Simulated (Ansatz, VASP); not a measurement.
## One calculation of ZnSe, two programs

```
Zn Se
1.0
     0.00000    2.77430    2.77430
     2.77430    0.00000    2.77430
     2.77430    2.77430    0.00000
Zn Se
1 1
Direct
  0.00000 0.00000 0.00000
  0.25000 0.25000 0.25000
```

Change from the starting cell: volume scaled by 0.94, crystal datasets.

Alike in both runs: task single point; functional r2SCAN; k mesh 11 × 11 × 11; occupations fermi-dirac, width 0.05 eV; no spin polarisation.

|  | VASP | Ansatz |
| --- | --- | --- |
| version | VASP 6.6.1 | Ansatz 0.2.0 |
| potentials or method | VASP PAW PBE potentials, release 64 (Zn, Se), cutoff 550 eV | all-electron PAW with datasets made for the crystal, scalar-relativistic |

```tsv
	VASP	Ansatz	Ansatz less VASP
gap on the k mesh at the Fermi level (eV)	2.15	2.15	+0.001
pressure (GPa)	4.8	4.7	-0.08
```

VASP's potentials were made for PBE, not for r2SCAN. Ansatz ran all-electron here, and VASP with PAW potentials.
